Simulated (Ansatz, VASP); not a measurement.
**Si62C in VASP and in Ansatz**

```
CELL_PARAMETERS angstrom
10.86000 0.00000 0.00000
0.00000 10.86000 0.00000
0.00000 0.00000 10.86000
ATOMIC_POSITIONS crystal
Si 0.49975 0.00000 0.00084
Si 0.61514 0.12438 0.13444
Si 0.74529 0.24653 0.00531
Si 0.87278 0.37488 0.12536
Si 0.74321 0.99969 0.25707
Si 0.87389 0.12494 0.37528
Si 0.99953 0.00055 0.00015
Si 0.12557 0.12579 0.12605
Si 0.24843 0.25114 0.99924
Si 0.37388 0.37416 0.12585
Si 0.49909 0.50033 0.00004
Si 0.62486 0.62497 0.12972
Si 0.75150 0.74823 0.00507
Si 0.87458 0.87496 0.12978
Si 0.26225 0.02632 0.26280
Si 0.47323 0.23753 0.26265
Si 0.61510 0.36597 0.37574
Si 0.74526 0.49507 0.25361
Si 0.87430 0.62541 0.37401
Si 0.62344 0.11024 0.62362
Si 0.74396 0.24411 0.50024
Si 0.87509 0.37077 0.62554
Si 0.75124 0.99504 0.75163
Si 0.87448 0.12625 0.87505
Si 0.99977 0.50003 0.00025
Si 0.12489 0.62697 0.12535
Si 0.25318 0.75447 0.00516
Si 0.37535 0.88464 0.13427
Si 0.99887 0.25122 0.24888
Si 0.12528 0.37426 0.37442
Si 0.24838 0.50065 0.24881
Si 0.37474 0.62567 0.37510
Si 0.49982 0.75609 0.25665
Si 0.62130 0.87781 0.39209
Si 0.00029 0.99998 0.50026
Si 0.13388 0.12441 0.61555
Si 0.26211 0.23762 0.47370
Si 0.37530 0.36585 0.61561
Si 0.49972 0.49939 0.50026
Si 0.62709 0.61999 0.62758
Si 0.75075 0.74877 0.50499
Si 0.87963 0.87261 0.62741
Si 0.25635 0.99969 0.74368
Si 0.37474 0.12478 0.87429
Si 0.49986 0.24385 0.74430
Si 0.62496 0.37075 0.87553
Si 0.75168 0.49518 0.75217
Si 0.87547 0.62436 0.87604
Si 0.00469 0.75445 0.25362
Si 0.13372 0.88452 0.37585
Si 0.99949 0.50037 0.49966
Si 0.12905 0.62488 0.62546
Si 0.25590 0.75575 0.50025
Si 0.39089 0.87695 0.62223
Si 0.00484 0.24649 0.74582
Si 0.12488 0.37488 0.87328
Si 0.25319 0.49495 0.74572
Si 0.37353 0.62531 0.87485
Si 0.50458 0.74867 0.75138
Si 0.62700 0.87276 0.88011
Si 0.00454 0.74822 0.75210
Si 0.12919 0.87495 0.87527
C 0.33995 0.15974 0.34052
```

Alike in both runs: functional PBE; k mesh 1 × 1 × 1; occupations fermi-dirac, width 0.05 eV; no spin polarisation.

Ansatz relaxed the structure, and its values are those at the end. VASP's run is a single point on that final structure, the one shown.

|  | VASP | Ansatz |
| --- | --- | --- |
| version | VASP 6.6.1 | Ansatz 0.2.0 |
| potentials or method | VASP PAW PBE potentials, release 64 (Si, C), cutoff 520 eV | scalar-relativistic, plane waves, PAW |
| valence electrons in the cell | 252 | 252 |

|  | VASP | Ansatz | Ansatz less VASP |
| --- | --- | --- | --- |
| rms of the force components (eV/Å) | 0.009 | 0.009 | -0.0005 |
